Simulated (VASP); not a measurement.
Write the native input for VASP 6.6.1 that does the following.

- Task: single point
- Functional: LDA
- Potentials or basis: VASP PAW LDA potentials, release 64 (Ir)
- Cutoff: 520 eV
- k mesh: 20 × 20 × 20
- Occupations: gaussian, width 0.15 eV
- Spin: no spin polarisation
- Dipole correction: no
- Further INCAR settings: ALGO = Fast; EDIFF = 1e-06; NBANDS = 10

The structure of Ir lies in POSCAR:

```
Ir
1.0
   -0.0523986665      1.8530073892      1.8530073892
    1.8530073892     -0.0523986665      1.8530073892
    1.9054060557      1.9054060557     -0.1047973331
Ir
1
Direct
    0.0000000000      0.0000000000      0.0000000000
```

This cell differs from its parent crystal: engineering shear strain xz -0.0550, engineering shear strain yz -0.0550.

One way to write it, as run:

INCAR

```
ALGO = Fast ; EDIFF = 1E-6
ENCUT = 520 ; ISIF = 2
ISMEAR = 0 ; LASPH = T
LCHARG = F ; LREAL = F
LWAVE = F ; NBANDS = 10
NELM = 80 ; PREC = Accurate
SIGMA = 0.15
```

KPOINTS

```
k-points
0
Gamma
  20 20 20
```

Potentials or basis: VASP PAW LDA potentials, release 64 (Ir).

Run with:

```console
$ cat potpaw_LDA.64/Ir/POTCAR > POTCAR
$ mpirun -np 1 vasp_std > vasp.out
```

It gave:

* Pressure: 5.8 GPa
* Band gap on the k mesh: zero (an odd number of electrons rules out a gap without spin polarisation)

Caveat: the cell differs from its parent crystal (engineering shear strain xz -0.0550, engineering shear strain yz -0.0550); the cell stands under pressure; spin-orbit coupling is left out, which moves the levels of the heavy elements.

Wall time 4 min on 1 thread of Intel(R) Xeon(R) Platinum 8375C CPU @ 2.90GHz (Ice Lake), with other jobs on the host, peak memory 0.4 GiB.
